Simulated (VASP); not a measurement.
# Cs (Fm-3m) in VASP: a series of runs, part 2 of 2

VASP 6.6.1. Earlier steps stand in the parts before.

## (3) Single point, PBEsol

This run uses another cell than the first one, of 57.22 Å³/atom, 1.006 times its volume.

INCAR

```
SYSTEM = Cs
ALGO     = Normal         ! electronic algorithm
EDIFF    = 1E-6           ! SCF threshold, eV
ENCUT    = 520            ! plane-wave cutoff, eV
GGA      = PS             ! functional
ISIF     = 2              ! what is computed and relaxed
ISMEAR   = -1             ! smearing method
LASPH    = .TRUE.         ! aspherical terms in the spheres
LCHARG   = .FALSE.        ! write CHGCAR
LREAL    = .FALSE.        ! projectors in reciprocal space
LWAVE    = .FALSE.        ! write WAVECAR
NBANDS   = 10             ! bands
NELM     = 60             ! most SCF steps
PREC     = Accurate       ! precision mode
SIGMA    = 0.05           ! smearing width, eV
```

KPOINTS

```
k-points
0
G
  11 11 11
  0 0 0
```

POSCAR

```
Cs
1.0
    0.0000000000      3.0584292922      3.0584292922
    3.0584292922      0.0000000000      3.0584292922
    3.0584292922      3.0584292922      0.0000000000
Cs
1
Direct
    0.0000000000      0.0000000000      0.0000000000
```

Potentials or basis: VASP PAW PBE potentials, release 64 (Cs_sv).

Started as:

```console
> cat potpaw_PBE.64/Cs_sv/POTCAR > POTCAR
> mpirun -np 1 vasp_std > vasp.out
```

OUTCAR:

```text
SYSTEM = Cs
   EDIFF = 1E-6
   ENCUT = 520
   GGA = PS
   ISIF = 2
   ISMEAR = -1
   LASPH = .TRUE.
   LREAL = .FALSE.
   NELM = 60
   PREC = Accurate

 ion  position               nearest neighbor table
   1  0.000  0.000  0.000-

  LATTYP: Found a face centered cubic cell.
 ALAT       =     6.1168585844

  Lattice vectors:

 A1 = (   0.0000000000,   3.0584292922,   3.0584292922)
 A2 = (   3.0584292922,   0.0000000000,   3.0584292922)
 A3 = (   3.0584292922,   3.0584292922,   0.0000000000)

Analysis of symmetry for initial positions (statically):
=====================================================================
 Subroutine PRICEL returns:
 Original cell was already a primitive cell.

 Routine SETGRP: Setting up the symmetry group for a
 face centered cubic supercell.

 Subroutine GETGRP returns: Found 48 space group operations
 (whereof 48 operations were pure point group operations)
 out of a pool of 48 trial point group operations.

The static configuration has the point symmetry O_h .

Analysis of symmetry for dynamics (positions and initial velocities):
=====================================================================
 Subroutine PRICEL returns:
 Original cell was already a primitive cell.

 Routine SETGRP: Setting up the symmetry group for a
 face centered cubic supercell.

 Subroutine GETGRP returns: Found 48 space group operations
 (whereof 48 operations were pure point group operations)
 out of a pool of 48 trial point group operations.

The dynamic configuration has the point symmetry O_h .

 Subroutine INISYM returns: Found 48 space group operations
 (whereof 48 operations are pure point group operations),
 and found     1 'primitive' translations

----------------------------------------------------------------------------------------

                                     Primitive cell

  volume of cell :      57.2170

  direct lattice vectors                    reciprocal lattice vectors
     0.000000000  3.058429292  3.058429292    -0.163482609  0.163482609  0.163482609
     3.058429292  0.000000000  3.058429292     0.163482609 -0.163482609  0.163482609
     3.058429292  3.058429292  0.000000000     0.163482609  0.163482609 -0.163482609

  length of vectors
     4.325272185  4.325272185  4.325272185     0.283160185  0.283160185  0.283160185

  position of ions in fractional coordinates (direct lattice)
     0.000000000  0.000000000  0.000000000

  ion indices of the primitive-cell ions
   primitive index   ion index
                 1           1

----------------------------------------------------------------------------------------

 KPOINTS: k-points

Automatic generation of k-mesh.
 Grid dimensions read from file:
 generate k-points for:   11   11   11

 Generating k-lattice:

  Cartesian coordinates                     Fractional coordinates (reciprocal lattice)
    -0.014862055  0.014862055  0.014862055     0.090909091  0.000000000  0.000000000
     0.014862055 -0.014862055  0.014862055     0.000000000  0.090909091  0.000000000
     0.014862055  0.014862055 -0.014862055     0.000000000  0.000000000  0.090909091

  Length of vectors
     0.025741835  0.025741835  0.025741835

  Shift w.r.t. Gamma in fractional coordinates (k-lattice)
     0.000000000  0.000000000  0.000000000

 Subroutine IBZKPT returns following result:
 ===========================================

 Found     56 irreducible k-points:

 Following reciprocal coordinates:
            Coordinates               Weight
  0.000000  0.000000  0.000000      1.000000
  0.090909  0.000000  0.000000      8.000000
  0.181818  0.000000  0.000000      8.000000
  0.272727  0.000000  0.000000      8.000000
  0.363636  0.000000  0.000000      8.000000
  0.454545  0.000000  0.000000      8.000000
[... 16 lines left out ...]
 -0.272727  0.181818  0.000000     24.000000
 -0.181818  0.181818  0.000000     12.000000
 [... further k-points ...]
   k-points           NKPTS =     56   k-points in BZ     NKDIM =     56   number of bands    NBANDS=     10
   number of dos      NEDOS =    301   number of ions     NIONS =      1
   total plane-waves  NPLWV =  32768
   dimension x,y,z NGX =    32 NGY =   32 NGZ =   32
   dimension x,y,z NGXF=    64 NGYF=   64 NGZF=   64
   ions per type =               1
   NGX,Y,Z   is equivalent  to a cutoff of  12.30, 12.30, 12.30 a.u.
   NGXF,Y,Z  is equivalent  to a cutoff of  24.60, 24.60, 24.60 a.u.
 SYSTEM =  Cs
   PREC   = accura    normal or accurate (medium, high low for compatibility)
   ISTART =      0    job   : 0-new  1-cont  2-samecut
   ICHARG =      2    charge: 1-file 2-atom 10-const
   ISPIN  =      1    spin polarized calculation?
   LNONCOLLINEAR =      F non collinear calculations
   LSORBIT =      F    spin-orbit coupling
   LASPH  =      T    aspherical Exc in radial PAW
   ENCUT  =  520.0 eV  38.22 Ry    6.18 a.u.   8.04  8.04  8.04*2*pi/ulx,y,z
   NELM   =     60;   NELMIN=  2; NELMDL= -5     # of ELM steps
   EDIFF  = 0.1E-05   stopping-criterion for ELM
   LREAL  =      F    real-space projection
   EDIFFG = 0.1E-04   stopping-criterion for IOM
   NSW    =      0    number of steps for IOM
   IBRION =     -1    ionic relax: 0-MD 1-quasi-New 2-CG
   NFREE  =      0    steps in history (QN), initial steepest desc. (CG)
   ISIF   =      2    stress and relaxation
   ISYM   =      2    0-nonsym 1-usesym 2-fastsym
   POTIM  = 0.5000    time-step for ionic-motion
   TEBEG  =    0.0;   TEEND  =   0.0 temperature during run
   PSTRESS=    0.0 pullay stress
   NELECT =       9.0000    total number of electrons
   NUPDOWN=      -1.0000    fix difference up-down
   EMIN   =  10.00;   EMAX   =-10.00  energy-range for DOS
   EFERMI =   0.00;   METHOD = LEGACY
   ISMEAR =    -1;   SIGMA  =   0.05  broadening in eV -4-tet -1-fermi 0-gaus
   EFERMI_NEDOS =   21; number of points for ismear=-14 and -15
   IALGO  =     38    algorithm
   IMIX   =      4    mixing-type and parameters
     AMIX     =   0.40;   BMIX     =  1.00
     AMIX_MAG =   1.60;   BMIX_MAG =  1.00
  volume/ion in A,a.u.               =      57.22       386.12
  Fermi-wavevector in a.u.,A,eV,Ry     =   0.883718  1.669986 10.625581  0.780958
  Thomas-Fermi vector in A             =   2.004522
   LORBIT       =      0    0 simple, 1 ext, 2 COOP (PROOUT), +10 PAW based schemes
   GGA     = PS    functional components
   LHFCALC =     F    Hartree Fock is set to
   AEXX    =    0.0000 exact exchange contribution
   IVDW    =     0    specifies the selected vdW correction
   LEPSILON=     F    determine dielectric tensor
   LRPA    =     F    only Hartree local field effects (RPA)
 non-spin polarized calculation
  energy-cutoff  :      520.00
  volume of cell :       57.22
 maximum number of plane-waves:      1558
   NGX = 17   NGY = 17   NGZ = 17

 number of electron       9.0000000 magnetization

 Free energy of the ion-electron system (eV)
  ---------------------------------------------------
  ext. energy  EPLUGINS =         0.00000000
  ---------------------------------------------------
  free energy    TOTEN  =        -0.60994463 eV

  energy without entropy =       -0.59665317  energy(sigma->0) =       -0.60329890

 E-fermi :   2.7549     XC(G=0):  -7.6798

 val. band max:        2.7390549185   @ k =   0.4545   0.2727   0.0000
 cond. band min:       2.7879578223   @ k =  -0.4545   0.3636   0.0909
 fundamental gap:      0.0489029038
 Fermi energy:         2.7548701616

 k-point     1 :       0.0000    0.0000    0.0000
  band No.  band energies     occupation
      1     -20.9989      2.00000
      2      -7.2779      2.00000
      3      -7.2779      2.00000
      4      -7.2779      2.00000
      5       0.5761      2.00000
      6       5.5345      0.00000
      7       5.5345      0.00000
      8       5.5345      0.00000
      9       7.6391      0.00000
     10       7.6391      0.00000

 k-point     2 :       0.0909    0.0000    0.0000
  band No.  band energies     occupation
      1     -20.9891      2.00000
      2      -7.3831      2.00000
      3      -7.2892      2.00000
      4      -7.2892      2.00000
      5       0.7753      2.00000
      6       5.2721      0.00000
      7       5.6205      0.00000
      8       5.6205      0.00000
      9       7.4521      0.00000
     10       7.4521      0.00000
[... 274 lines left out ...]
 k-point    24 :      -0.1818    0.1818    0.0000
  band No.  band energies     occupation
      1     -20.9152      2.00000
      2      -7.9341      2.00000
      3      -7.5445      2.00000
      4      -7.3443      2.00000
      5       2.2369      1.99994
      6       4.3878      0.00000
      7       5.0916      0.00000
      8       6.2174      0.00000
      9       6.4149      0.00000
     10       8.6477      0.00000

 [... further k-points ...]
[... 5 lines left out ...]
  --------------------------------------------------------------------------------------
  -------------------------------------------------------------------------------------
  Total        1.0348777      1.0348777      1.0348777      0.0000000      0.0000000     -0.0000000
  in kB       28.9783924     28.9783924     28.9783924      0.0000000      0.0000000     -0.0000000
  external PRESSURE =      28.9783924 kB  Pullay stress =       0.0000000 kB

 VOLUME and BASIS-vectors are now :
 -----------------------------------------------------------------------------
  energy-cutoff  :      520.00
  volume of cell :       57.22
      direct lattice vectors                 reciprocal lattice vectors
     0.000000000  3.058429292  3.058429292    -0.163482609  0.163482609  0.163482609
     3.058429292  0.000000000  3.058429292     0.163482609 -0.163482609  0.163482609
     3.058429292  3.058429292  0.000000000     0.163482609  0.163482609 -0.163482609

 POSITION                                       TOTAL-FORCE (eV/Angst)
 -----------------------------------------------------------------------------------
      0.00000      0.00000      0.00000         0.000000      0.000000      0.000000
 -----------------------------------------------------------------------------------
    total drift:                                0.000000      0.000000     -0.000000

  FREE ENERGIE OF THE ION-ELECTRON SYSTEM (eV)
  ---------------------------------------------------
  free  energy   TOTEN  =        -0.6099446285 eV

  energy  without entropy=       -0.5966531715  energy(sigma->0) =       -0.60329890
```

Run time: 24 s. Hardware: 1 thread of AMD EPYC 7R13, shared host; peak memory 0.16 GiB.

Results:

| Item | Value |
| --- | --- |
| Free energy | -0.6099 eV |
| Pressure | 2.9 GPa |

Levels at points of the mesh, in eV from the Fermi level:
```csv
k point,band 3,band 4,band 5,band 6,band 7,band 8
"(0.00, 0.00, 0.00)",-10.03,-10.03,-2.18,2.78,2.78,2.78
```

Caveat: the PAW data sets were made with another functional, which shifts forces and pressure a little; spin-orbit coupling is left out, which moves the levels of the heavy elements.
